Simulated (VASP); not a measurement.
# Cr (Pm-3m) in VASP: further runs

The runs below take Cr through single point, relaxation of cell and atoms, with revPBE.

Everything below comes from runs of VASP 6.6.1. Logs are shortened: lines on timing, memory, paths and dates and some standing lists are left out, and cuts for length are marked.

### Step 1. The cell of the first run

It takes space group Pm-3m (No. 221, cubic). Conventional cell: a = 2.351 Å, b = 2.351 Å, c = 2.351 Å, α = 90.00°, β = 90.00°, γ = 90.00°. Cr (site symmetry m-3m) has 6 Cr at 2.35 Å within 3.1 Å.

This isn't the form of Cr at room conditions, which is bcc.

### Step 2. Single point, revPBE, collinear spin, ferromagnetic start (12.99 Å³/atom)

Contents of INCAR:

```
ALGO = Normal
EDIFF = 1E-6
ENCUT = 520
GGA = RE
ISIF = 2
ISMEAR = -1
ISPIN = 2
LASPH = T
LCHARG = F
LMAXMIX = 4
LORBIT = 11
LREAL = F
LWAVE = F
MAGMOM = 1.5
NBANDS = 16
NELM = 150
PREC = Accurate
SIGMA = 0.05
```

Contents of KPOINTS:

```
k-points
0
Gamma
  15 15 15
```

Contents of POSCAR:

```
Cr
1.0
    2.3506751375      0.0000000000      0.0000000000
    0.0000000000      2.3506751375      0.0000000000
    0.0000000000      0.0000000000      2.3506751375
Cr
1
Direct
    0.0000000000      0.0000000000      0.0000000000
```

Potentials or basis: VASP PAW PBE potentials, release 64 (Cr_pv).

Run with:

```
> cat potpaw_PBE.64/Cr_pv/POTCAR > POTCAR
> mpirun -np 1 vasp_std > vasp.out
```

OUTCAR:

```text
EDIFF = 1E-6
   ENCUT = 520
   GGA = RE
   ISIF = 2
   ISMEAR = -1
   ISPIN = 2
   LASPH = T
   LORBIT = 11
   LREAL = F
   NELM = 150
   PREC = Accurate

 ion  position               nearest neighbor table
   1  0.000  0.000  0.000-

  LATTYP: Found a simple cubic cell.
 ALAT       =     2.3506751375

  Lattice vectors:

 A1 = (   2.3506751375,   0.0000000000,   0.0000000000)
 A2 = (   0.0000000000,   2.3506751375,   0.0000000000)
 A3 = (   0.0000000000,   0.0000000000,   2.3506751375)

Analysis of symmetry for initial positions (statically):
=====================================================================
 Subroutine PRICEL returns:
 Original cell was already a primitive cell.

 Routine SETGRP: Setting up the symmetry group for a
 simple cubic supercell.

 Subroutine GETGRP returns: Found 48 space group operations
 (whereof 48 operations were pure point group operations)
 out of a pool of 48 trial point group operations.

The static configuration has the point symmetry O_h .

Analysis of symmetry for dynamics (positions and initial velocities):
=====================================================================
 Subroutine PRICEL returns:
 Original cell was already a primitive cell.

 Routine SETGRP: Setting up the symmetry group for a
 simple cubic supercell.

 Subroutine GETGRP returns: Found 48 space group operations
 (whereof 48 operations were pure point group operations)
 out of a pool of 48 trial point group operations.

The dynamic configuration has the point symmetry O_h .

Analysis of structural, dynamic, and magnetic symmetry:
=====================================================================
 Subroutine PRICEL returns:
 Original cell was already a primitive cell.

 Routine SETGRP: Setting up the symmetry group for a
 simple cubic supercell.

 Subroutine GETGRP returns: Found 48 space group operations
 (whereof 48 operations were pure point group operations)
 out of a pool of 48 trial point group operations.

The overall configuration has the point symmetry O_h .

 Subroutine INISYM returns: Found 48 space group operations
 (whereof 48 operations are pure point group operations),
 and found     1 'primitive' translations

----------------------------------------------------------------------------------------

                                     Primitive cell

  volume of cell :      12.9891

  direct lattice vectors                    reciprocal lattice vectors
     2.350675138  0.000000000  0.000000000     0.425409698  0.000000000  0.000000000
     0.000000000  2.350675138  0.000000000     0.000000000  0.425409698  0.000000000
     0.000000000  0.000000000  2.350675138     0.000000000  0.000000000  0.425409698

  length of vectors
     2.350675138  2.350675138  2.350675138     0.425409698  0.425409698  0.425409698

  position of ions in fractional coordinates (direct lattice)
     0.000000000  0.000000000  0.000000000

  ion indices of the primitive-cell ions
   primitive index   ion index
                 1           1

----------------------------------------------------------------------------------------

 KPOINTS: k-points

Automatic generation of k-mesh.
 Grid dimensions read from file:
 generate k-points for:   15   15   15

 Generating k-lattice:

  Cartesian coordinates                     Fractional coordinates (reciprocal lattice)
     0.028360647  0.000000000  0.000000000     0.066666667  0.000000000  0.000000000
     0.000000000  0.028360647  0.000000000     0.000000000  0.066666667  0.000000000
     0.000000000  0.000000000  0.028360647     0.000000000  0.000000000  0.066666667

  Length of vectors
     0.028360647  0.028360647  0.028360647

  Shift w.r.t. Gamma in fractional coordinates (k-lattice)
     0.000000000  0.000000000  0.000000000

 Subroutine IBZKPT returns following result:
 ===========================================

 Found    120 irreducible k-points:

 Following reciprocal coordinates:
            Coordinates               Weight
  0.000000  0.000000  0.000000      1.000000
  0.066667  0.000000  0.000000      6.000000
  0.133333  0.000000  0.000000      6.000000
  0.200000  0.000000  0.000000      6.000000
  0.266667  0.000000  0.000000      6.000000
  0.333333  0.000000  0.000000      6.000000
[... 16 lines left out ...]
  0.266667  0.200000  0.000000     24.000000
  0.333333  0.200000  0.000000     24.000000
 [... further k-points ...]
   k-points           NKPTS =    120   k-points in BZ     NKDIM =    120   number of bands    NBANDS=     16
   number of dos      NEDOS =    301   number of ions     NIONS =      1
   total plane-waves  NPLWV =   5832
   dimension x,y,z NGX =    18 NGY =   18 NGZ =   18
   dimension x,y,z NGXF=    36 NGYF=   36 NGZF=   36
   ions per type =               1
   NGX,Y,Z   is equivalent  to a cutoff of  12.73, 12.73, 12.73 a.u.
   NGXF,Y,Z  is equivalent  to a cutoff of  25.46, 25.46, 25.46 a.u.
 SYSTEM =  unknown system
   PREC   = accura    normal or accurate (medium, high low for compatibility)
   ISTART =      0    job   : 0-new  1-cont  2-samecut
   ICHARG =      2    charge: 1-file 2-atom 10-const
   ISPIN  =      2    spin polarized calculation?
   LNONCOLLINEAR =      F non collinear calculations
   LSORBIT =      F    spin-orbit coupling
   LASPH  =      T    aspherical Exc in radial PAW
   ENCUT  =  520.0 eV  38.22 Ry    6.18 a.u.   4.37  4.37  4.37*2*pi/ulx,y,z
   NELM   =    150;   NELMIN=  2; NELMDL= -5     # of ELM steps
   EDIFF  = 0.1E-05   stopping-criterion for ELM
   LREAL  =      F    real-space projection
   EDIFFG = 0.1E-04   stopping-criterion for IOM
   NSW    =      0    number of steps for IOM
   IBRION =     -1    ionic relax: 0-MD 1-quasi-New 2-CG
   NFREE  =      0    steps in history (QN), initial steepest desc. (CG)
   ISIF   =      2    stress and relaxation
   ISYM   =      2    0-nonsym 1-usesym 2-fastsym
   POTIM  = 0.5000    time-step for ionic-motion
   TEBEG  =    0.0;   TEEND  =   0.0 temperature during run
   PSTRESS=    0.0 pullay stress
   NELECT =      12.0000    total number of electrons
   NUPDOWN=      -1.0000    fix difference up-down
   EMIN   =  10.00;   EMAX   =-10.00  energy-range for DOS
   EFERMI =   0.00;   METHOD = LEGACY
   ISMEAR =    -1;   SIGMA  =   0.05  broadening in eV -4-tet -1-fermi 0-gaus
   EFERMI_NEDOS =   21; number of points for ismear=-14 and -15
   IALGO  =     38    algorithm
   IMIX   =      4    mixing-type and parameters
     AMIX     =   0.40;   BMIX     =  1.00
     AMIX_MAG =   1.60;   BMIX_MAG =  1.00
  volume/ion in A,a.u.               =      12.99        87.65
  Fermi-wavevector in a.u.,A,eV,Ry     =   1.594444  3.013062 34.589438  2.542252
  Thomas-Fermi vector in A             =   2.692518
   LORBIT       =     11    0 simple, 1 ext, 2 COOP (PROOUT), +10 PAW based schemes
   GGA     = RE    functional components
   LHFCALC =     F    Hartree Fock is set to
   AEXX    =    0.0000 exact exchange contribution
   IVDW    =     0    specifies the selected vdW correction
   LEPSILON=     F    determine dielectric tensor
   LRPA    =     F    only Hartree local field effects (RPA)
 spin polarized calculation
  energy-cutoff  :      520.00
  volume of cell :       12.99
 maximum number of plane-waves:       365
 NGX is ok and might be reduce to    18
   NGX =  9   NGY =  9   NGZ =  9

 number of electron      12.0000012 magnetization       0.0032026

 Free energy of the ion-electron system (eV)
  ---------------------------------------------------
  ext. energy  EPLUGINS =         0.00000000
  ---------------------------------------------------
  free energy    TOTEN  =        -8.08730758 eV

  energy without entropy =       -8.07024478  energy(sigma->0) =       -8.07877618

 E-fermi :   9.5291     XC(G=0): -12.7920

 val. band max:        9.5283798409   @ k =   0.4667   0.3333   0.2000
 cond. band min:       9.5343553378   @ k =   0.3333   0.2000   0.2000
 fundamental gap:      0.0059754968
 Fermi energy:         9.5291498839

 spin component 1

 k-point     1 :       0.0000    0.0000    0.0000
  band No.  band energies     occupation
      1     -33.0417      1.00000
      2     -33.0417      1.00000
      3     -33.0417      1.00000
      4       2.2518      1.00000
      5       6.4372      1.00000
      6       6.4372      1.00000
[... 8 lines left out ...]
     15      33.7520      0.00000
     16      37.6631      0.00000

 k-point     2 :       0.0667    0.0000    0.0000
  band No.  band energies     occupation
      1     -33.0859      1.00000
      2     -33.0379      1.00000
      3     -33.0379      1.00000
      4       2.3922      1.00000
      5       6.4673      1.00000
      6       6.5372      1.00000
[... 8 lines left out ...]
     15      34.5702      0.00000
     16      38.3680      0.00000

 k-point     3 :       0.1333    0.0000    0.0000
  band No.  band energies     occupation
      1     -33.2099      1.00000
      2     -33.0273      1.00000
      3     -33.0273      1.00000
      4       2.7985      1.00000
      5       6.5534      1.00000
      6       6.8267      1.00000
[... 8 lines left out ...]
     15      35.3018      0.00000
     16      40.6397      0.00000

 k-point     4 :       0.2000    0.0000    0.0000
  band No.  band energies     occupation
      1     -33.3901      1.00000
      2     -33.0116      1.00000
      3     -33.0116      1.00000
      4       3.4288      1.00000
      5       6.6829      1.00000
      6       7.2700      1.00000
[... 8 lines left out ...]
     15      35.5069      0.00000
     16      43.8643      0.00000
[... 324 lines left out ...]
 k-point    22 :       0.2000    0.2000    0.0000
  band No.  band energies     occupation
      1     -33.3679      1.00000
      2     -33.3381      1.00000
      3     -32.9822      1.00000
      4       4.4628      1.00000
      5       7.1587      1.00000
      6       7.8841      1.00000
[... 8 lines left out ...]
     15      39.0033      0.00000
     16      41.2677      0.00000

 k-point    23 :       0.2667    0.2000    0.0000
  band No.  band energies     occupation
      1     -33.5536      1.00000
      2     -33.3296      1.00000
      3     -32.9645      1.00000
      4       5.1024      1.00000
      5       7.3035      1.00000
      6       8.3523      1.00000
[... 8 lines left out ...]
     15      37.2615      0.00000
     16      42.6975      0.00000

 k-point    24 :       0.3333    0.2000    0.0000
  band No.  band energies     occupation
      1     -33.7408      1.00000
      2     -33.3088      1.00000
      3     -32.9476      1.00000
      4       5.7550      1.00000
      5       7.3861      1.00000
      6       8.5868      1.00000
[... 8 lines left out ...]
     15      35.6965      0.00000
     16      42.1707      0.00000

 [... further k-points ...]

 spin component 2

 k-point     1 :       0.0000    0.0000    0.0000
  band No.  band energies     occupation
      1     -33.0386      1.00000
      2     -33.0386      1.00000
      3     -33.0386      1.00000
      4       2.2529      1.00000
      5       6.4399      1.00000
      6       6.4399      1.00000
[... 8 lines left out ...]
     15      33.7534      0.00000
     16      37.6634      0.00000

 k-point     2 :       0.0667    0.0000    0.0000
  band No.  band energies     occupation
      1     -33.0828      1.00000
      2     -33.0349      1.00000
      3     -33.0349      1.00000
      4       2.3933      1.00000
      5       6.4700      1.00000
      6       6.5399      1.00000
[... 8 lines left out ...]
     15      34.5715      0.00000
     16      38.3684      0.00000

 k-point     3 :       0.1333    0.0000    0.0000
  band No.  band energies     occupation
      1     -33.2068      1.00000
      2     -33.0243      1.00000
      3     -33.0243      1.00000
      4       2.7995      1.00000
      5       6.5561      1.00000
      6       6.8293      1.00000
[... 8 lines left out ...]
     15      35.3029      0.00000
     16      40.6404      0.00000

 k-point     4 :       0.2000    0.0000    0.0000
  band No.  band energies     occupation
      1     -33.3871      1.00000
      2     -33.0086      1.00000
      3     -33.0086      1.00000
      4       3.4299      1.00000
      5       6.6857      1.00000
      6       7.2727      1.00000
[... 8 lines left out ...]
     15      35.5080      0.00000
     16      43.8651      0.00000
[... 324 lines left out ...]
 k-point    22 :       0.2000    0.2000    0.0000
  band No.  band energies     occupation
      1     -33.3649      1.00000
      2     -33.3351      1.00000
      3     -32.9791      1.00000
      4       4.4640      1.00000
      5       7.1614      1.00000
      6       7.8868      1.00000
[... 8 lines left out ...]
     15      39.0048      0.00000
     16      41.2690      0.00000

 k-point    23 :       0.2667    0.2000    0.0000
  band No.  band energies     occupation
      1     -33.5506      1.00000
      2     -33.3266      1.00000
      3     -32.9615      1.00000
      4       5.1037      1.00000
      5       7.3062      1.00000
      6       8.3549      1.00000
[... 8 lines left out ...]
     15      37.2630      0.00000
     16      42.6991      0.00000

 k-point    24 :       0.3333    0.2000    0.0000
  band No.  band energies     occupation
      1     -33.7378      1.00000
      2     -33.3058      1.00000
      3     -32.9445      1.00000
      4       5.7564      1.00000
      5       7.3887      1.00000
      6       8.5894      1.00000
[... 8 lines left out ...]
     15      35.6979      0.00000
     16      42.1724      0.00000

 [... further k-points ...]
[... 5 lines left out ...]
  --------------------------------------------------------------------------------------
  -------------------------------------------------------------------------------------
  Total        0.0657929      0.0657929      0.0657929     -0.0000000     -0.0000000      0.0000000
  in kB        8.1154339      8.1154339      8.1154339     -0.0000000     -0.0000000      0.0000000
  external PRESSURE =       8.1154339 kB  Pullay stress =       0.0000000 kB

 VOLUME and BASIS-vectors are now :
 -----------------------------------------------------------------------------
  energy-cutoff  :      520.00
  volume of cell :       12.99
      direct lattice vectors                 reciprocal lattice vectors
     2.350675138  0.000000000  0.000000000     0.425409698  0.000000000  0.000000000
     0.000000000  2.350675138  0.000000000     0.000000000  0.425409698  0.000000000
     0.000000000  0.000000000  2.350675138     0.000000000  0.000000000  0.425409698

 POSITION                                       TOTAL-FORCE (eV/Angst)
 -----------------------------------------------------------------------------------
      0.00000      0.00000      0.00000         0.000000      0.000000      0.000000
 -----------------------------------------------------------------------------------
    total drift:                                0.000000      0.000000      0.000000

  FREE ENERGIE OF THE ION-ELECTRON SYSTEM (eV)
  ---------------------------------------------------
  free  energy   TOTEN  =        -8.0873075793 eV

  energy  without entropy=       -8.0702447773  energy(sigma->0) =       -8.07877618

 total charge

# of ion       s       p       d       tot
------------------------------------------
    1        0.449   6.293   4.319  11.060

 magnetization (x)

# of ion       s       p       d       tot
------------------------------------------
    1        0.000   0.000   0.003   0.003
```

Run time: 74 s. Hardware: 1 thread of Intel Xeon 8259CL, shared host; peak memory 0.15 GiB.

Results:

```yaml
Free_energy: -8.0873 eV
Pressure: 0.8 GPa
Band_gap_on_the_k_mesh: zero (filled and empty bands overlap)
Net_moment: 0.00 μB per cell
Valence_electrons_inside_the_program's_atomic_spheres: Cr 11.06
```

Caveat: the PAW data sets were made with another functional, which shifts forces and pressure a little.

### Step 3. Single point, revPBE, collinear spin, ferromagnetic start (13.51 Å³/atom)

This run uses another cell than the first one, of 13.51 Å³/atom.

INCAR, as its differences from that of step 2:

```diff
@@ -1,3 +1,3 @@
 ALGO = Normal
-EDIFF = 1E-6
+EDIFF = 1E-7
 ENCUT = 520
```

KPOINTS is that of step 2.

Contents of POSCAR:

```
Cr
1.0
    2.3816086208      0.0000000000      0.0000000000
    0.0000000000      2.3816086208      0.0000000000
    0.0000000000      0.0000000000      2.3816086208
Cr
1
Direct
    0.0000000000      0.0000000000      0.0000000000
```

Potentials or basis: VASP PAW PBE potentials, release 64 (Cr_pv).

Run with:

```
> cat potpaw_PBE.64/Cr_pv/POTCAR > POTCAR
> mpirun -np 1 vasp_std > vasp.out
```

It took 80 s on 1 thread of Intel Xeon 8259CL, shared host; peak memory 0.15 GiB.

It converged, with:

```
Free energy                                           : -8.0791 eV
Pressure                                              : -5.8 GPa
Band gap on the k mesh                                : zero (filled and empty bands overlap)
Net moment                                            : 0.00 μB per cell
Valence electrons inside the program's atomic spheres : Cr 10.99
```

Levels at points of the mesh, in eV from the Fermi level:
Spin up:
```tsv
k point	band 4	band 5	band 6	band 7	band 8	band 9
(0.00, 0.00, 0.00)	-7.13	-2.93	-2.93	2.32	2.32	2.32
```
Spin down:
| k point | band 2 | band 3 | band 4 | band 5 | band 6 | band 7 | band 8 | band 9 | band 10 | band 11 |
| --- | --- | --- | --- | --- | --- | --- | --- | --- | --- | --- |
| (0.00, 0.00, 0.00) | -42.62 | -42.62 | -7.13 | -2.93 | -2.93 | 2.32 | 2.32 | 2.32 | 7.55 | 18.98 |

Caveat: the cell stands under tension; the PAW data sets were made with another functional, which shifts forces and pressure a little.

### Step 4. Single point, revPBE, collinear spin, ferromagnetic start (14.03 Å³/atom)

This run uses another cell than the first one, of 14.03 Å³/atom.

Contents of INCAR:

```
PREC = Accurate ; ENCUT = 520
EDIFF = 1E-6 ; ISMEAR = -1
SIGMA = 0.05 ; LREAL = False
LASPH = True ; NELM = 150
ALGO = Normal ; ISIF = 2
LWAVE = False ; LCHARG = False
ISPIN = 2 ; MAGMOM = 1.5
LORBIT = 11 ; LMAXMIX = 4
GGA = RE ; NBANDS = 16
```

Contents of KPOINTS:

```
Automatic mesh
0
Gamma
  15 15 15
```

Contents of POSCAR:

```
Cr
1.0
    2.4117587661      0.0000000000      0.0000000000
    0.0000000000      2.4117587661      0.0000000000
    0.0000000000      0.0000000000      2.4117587661
Cr
1
Direct
    0.0000000000      0.0000000000      0.0000000000
```

Run with:

```
> cat potpaw_PBE.64/Cr_pv/POTCAR > POTCAR
> mpirun -np 1 vasp_std > vasp.out
```

Run time: 70 s. Hardware: 1 thread of Intel Xeon 8259CL, shared host; peak memory 0.15 GiB.

It converged, with:

| Quantity | Value |
| --- | --- |
| Free energy | -8.0515 eV |
| Pressure | -11.2 GPa |
| Band gap on the k mesh | zero (filled and empty bands overlap) |
| Net moment | 0.00 μB per cell |
| Valence electrons inside the program's atomic spheres | Cr 10.92 |

Levels at points of the mesh, in eV from the Fermi level:
Spin up:
| k point | band 3 | band 4 | band 5 | band 6 | band 7 | band 8 | band 9 | band 10 |
| --- | --- | --- | --- | --- | --- | --- | --- | --- |
| (0.00, 0.00, 0.00) | -42.66 | -6.98 | -2.79 | -2.79 | 2.21 | 2.21 | 2.21 | 7.52 |
Spin down:
```csv
k point,band 4,band 5,band 6,band 7,band 8,band 9
"(0.00, 0.00, 0.00)",-6.98,-2.79,-2.79,2.21,2.21,2.21
```

Caveat: the cell stands under tension; the PAW data sets were made with another functional, which shifts forces and pressure a little.

[end of part 1 of 2]
